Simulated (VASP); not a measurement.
Set up this calculation in VASP 6.6.1, as the native input.

```yaml
Task: single point
Functional: PBE
Potentials_or_basis: VASP PAW PBE potentials, release 64 (Zr_sv, Ti_sv, C)
Cutoff: 520 eV
k_mesh: 6 × 4 × 2
Occupations: gaussian, width 0.1 eV
Spin: no spin polarisation
Dipole_correction: no
Further_INCAR_settings: ALGO = Normal; EDIFF = 1e-06; NBANDS = 60
```

The structure of ZrTi5C6 lies in POSCAR:

```
ZrTi5C6
1.0
    3.1125760000      0.0000000000      0.0000000000
    0.0000000000      4.4111150000      0.0000000000
    0.0000000000      0.0000000000      9.3400200000
Zr Ti C
1 5 6
Direct
    0.0000000000      0.0000000000      0.0000000000
    0.0000000000      0.0000000000      0.6619590000
    0.5000000000      0.5000000000      0.8273110000
    0.5000000000      0.5000000000      0.1726890000
    0.0000000000      0.0000000000      0.3380410000
    0.5000000000      0.5000000000      0.5000000000
    0.0000000000      0.5000000000      0.6639430000
    0.5000000000      0.0000000000      0.8223040000
    0.0000000000      0.5000000000      0.0000000000
    0.5000000000      0.0000000000      0.1776960000
    0.0000000000      0.5000000000      0.3360570000
    0.5000000000      0.0000000000      0.5000000000
```

One way to write it, as run:

INCAR

```
SYSTEM = ZrTi5C6
PREC = Accurate
ENCUT = 520
EDIFF = 1E-6
ISMEAR = 0
SIGMA = 0.1
LREAL = .False.
LASPH = .True.
NELM = 60
ALGO = Normal
ISIF = 2
LWAVE = .False.
LCHARG = .True.
GGA = PE
LELF = .True.
LVHAR = .True.
NBANDS = 60
```

KPOINTS

```
regular mesh
0
Gamma
  6 4 2
  0 0 0
```

Potentials or basis: VASP PAW PBE potentials, release 64 (Zr_sv, Ti_sv, C).

The run is started by

```sh
$ cat potpaw_PBE.64/Zr_sv/POTCAR potpaw_PBE.64/Ti_sv/POTCAR potpaw_PBE.64/C/POTCAR > POTCAR
$ mpirun -np 1 vasp_std > vasp.out
```

Results of the run:

```yaml
Pressure: 0.2 GPa
Largest_force: 0.033 eV/Å
Band_gap_on_the_k_mesh: zero (band 48 reaches 10.09 eV, above the bottom of band 49 at 9.01 eV)
```

It took 3.8 min on 1 thread of Intel(R) Xeon(R) Platinum 8259CL CPU @ 2.50GHz (Skylake/Cascade Lake), with other jobs on the host, peak memory 0.31 GiB.
